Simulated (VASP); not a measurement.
Runs of VASP 6.6.1 on AlN. The structure is that of space group F-43m (No. 216), or close to it. The cells are those of the table. 

```csv
cell,gap on the mesh (eV),pressure (GPa)
"a = 3.183 Å, angles 60.0°, 2 atoms",3.86,-16.1
"a = 3.090, b = 3.090, c = 3.136 Å, angles 59.5, 59.5, 61.0°, 2 atoms",3.76,-3.5
"a = 3.114, b = 3.114, c = 3.044 Å, angles 60.7, 60.7, 58.5°, 2 atoms",3.79,(b)
"a = 3.020, b = 3.020, c = 2.997 Å, angles 60.3, 60.3, 59.5°, 2 atoms",3.94,18.2
"a = 3.067, b = 3.067, c = 3.090 Å, angles 59.8, 59.8, 60.5°, 2 atoms",3.86,2.9
"a = 3.160, b = 3.160, c = 3.136 Å, angles 60.2, 60.2, 59.5°, 2 atoms",(a),-11.5
"a = 3.113, b = 3.113, c = 3.090 Å, angles 60.2, 60.2, 59.5°, 2 atoms",3.88,-3.5
"a = 3.068, b = 3.068, c = 2.997 Å, angles 60.8, 60.8, 58.5°, 2 atoms",3.81,10.0
"a = 3.136 Å, angles 60.0°, 2 atoms",3.90,-9.0
"a = 3.091, b = 3.091, c = 2.997 Å, angles 61.0, 61.0, 58.0°, 2 atoms",3.75,6.3
"a = 3.067, b = 3.067, c = 3.044 Å, angles 60.3, 60.3, 59.5°, 2 atoms",3.91,6.3
"a = 2.997 Å, angles 60.0°, 2 atoms",4.00,22.6
```

Alike in all rows: task single point; level r2SCAN; potentials or basis VASP PAW PBE potentials, release 64 (Al, N); no spin polarisation; k mesh 10 × 10 × 10; cutoff (eV) 520; smearing gaussian 0.05 eV.

**Question.** Estimate the missing entries.

**Answer.** (a) 3.84; (b) -0.4.

Caveats: the PAW data sets were made with another functional, which shifts forces and pressure a little.

A k mesh can miss the band edges.
